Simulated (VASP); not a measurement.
# CaO (sol2): single point with PBEsol

CaO (sol2):

```
Ca O
1.0
     0.00000    2.40719    2.37250
     2.40719    0.00000    2.37250
     2.40719    2.40719    0.00000
Ca O
1 1
Direct
  0.00000 0.00000 0.00000
  0.50000 0.50000 0.50000
```

This cell differs from its parent crystal: strained cell.

```
Program             : VASP 6.6.1
Task                : single point
Functional          : PBEsol
Potentials or basis : VASP PAW PBE potentials, release 64 (Ca_sv, O)
Cutoff              : 600 eV
k mesh              : 8 × 8 × 8
Occupations         : gaussian, width 0.02 eV
Spin                : no spin polarisation
```

```yaml
Pressure: -1.1 GPa
Band_gap_on_the_k_mesh: 3.47 eV, indirect (least direct gap 3.89 eV)
```

Stress tensor (GPa, compression positive):
```
-1.93  0.00  0.00
 0.00 -1.93  0.00
 0.00  0.00  0.47
```

Levels at points of the mesh, in eV from the valence-band top:
```
           k point  band 4  band 5  band 6  band 7  band 8  band 9  band 10  band 11  band 12  band 13
(0.00, 0.00, 0.00)  -18.20  -15.49   -0.04   -0.04    0.00    4.61     6.16     6.16     6.26     7.68
(0.50, 0.00, 0.00)  -18.25  -14.21   -2.74   -1.27   -1.27    7.04     8.38     8.40     8.41    10.46
(0.50, 0.50, 0.00)  -18.46  -15.24   -1.28   -0.43   -0.43    3.47     8.10     8.96     9.64     9.64
(0.50, 0.00, 0.50)  -18.44  -15.24   -1.37   -0.41   -0.37    3.52     8.08     8.96     9.58     9.68
```

Run time: 29 s on 1 thread of AMD EPYC 7R43 64-Core Processor (Zen 3), with other jobs on the host, peak memory 0.13 GiB.

Caveat: the cell differs from its parent crystal (strained cell); the PAW data sets were made with another functional, which shifts forces and pressure a little. A k mesh can miss the band edges.
